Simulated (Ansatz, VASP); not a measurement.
**One calculation of HfB, two programs**

```xyz
2
Lattice="0.0000 2.2945 2.2945 2.2945 0.0000 2.2945 2.2945 2.2945 0.0000" Properties=species:S:1:pos:R:3 pbc="T T T"
Hf    2.2945    2.2945    2.2945
B     0.0000    0.0000    0.0000
```

Change from the starting cell: volume scaled by 0.98, crystal datasets.

Alike in both runs: task electric field gradients; functional LDA; k mesh 15 × 15 × 15; occupations fermi-dirac, width 0.05 eV; no spin polarisation.

|  | VASP | Ansatz |
| --- | --- | --- |
| version | VASP 6.6.1 | Ansatz 0.2.0 |
| potentials or method | VASP PAW LDA potentials, release 64 (Hf_pv, B), cutoff 520 eV | all-electron PAW with datasets made for the crystal, scalar-relativistic |

Ansatz gave:

```
pressure (GPa) : 23.6
```

Task: What did VASP give for the same quantities?

Result: Pressure (GPa): 25.6.

LDA's correlation is that of Perdew and Zunger in VASP and of Perdew and Wang (1992) in Ansatz. Ansatz ran all-electron here, and VASP with PAW potentials.

Neither program's run includes spin-orbit coupling.
